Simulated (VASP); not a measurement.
Set up this calculation in VASP 6.6.1, as the native input.

```
Task                   : single point
Functional             : PBEsol
Potentials or basis    : VASP PAW PBE potentials, release 64 (Ti_sv)
Cutoff                 : 520 eV
k mesh                 : 20 × 20 × 20
Occupations            : gaussian, width 0.15 eV
Spin                   : no spin polarisation
Dipole correction      : no
Further INCAR settings : ALGO = Fast; EDIFF = 1e-06; NBANDS = 12
```

The structure of Ti lies in POSCAR:

```
Ti
1.0
   -1.6637718523      1.6637718523      1.4444553775
    1.6637718523     -1.6637718523      1.4444553775
    1.5461289865      1.5461289865     -1.4444553775
Ti
1
Direct
    0.0000000000      0.0000000000      0.0000000000
```

This cell differs from its parent crystal: engineering shear strain xy -0.0733, normal strain along z -0.1000.

One way to write it, as run:

INCAR

```
ALGO = Fast ; EDIFF = 1E-6
ENCUT = 520 ; GGA = PS
ISIF = 2 ; ISMEAR = 0
LASPH = True ; LCHARG = False
LREAL = False ; LWAVE = False
NBANDS = 12 ; NELM = 100
PREC = Accurate ; SIGMA = 0.15
```

KPOINTS

```
k-points
0
Gamma
  20 20 20
```

Potentials or basis: VASP PAW PBE potentials, release 64 (Ti_sv).

Launch:

```bash
$ cat potpaw_PBE.64/Ti_sv/POTCAR > POTCAR
$ mpirun -np 1 vasp_std > vasp.out
```

Results of the run:

```yaml
Pressure: 14.0 GPa
Band_gap_on_the_k_mesh: zero (band 6 reaches 10.50 eV, above the bottom of band 7 at 9.09 eV)
```

Caveat: the cell differs from its parent crystal (engineering shear strain xy -0.0733, normal strain along z -0.1000); the PAW data sets were made with another functional, which shifts forces and pressure a little.

Wall time 2.1 min on 1 thread of Intel(R) Xeon(R) 6975P-C (Granite Rapids), with other jobs on the host, peak memory 0.31 GiB.
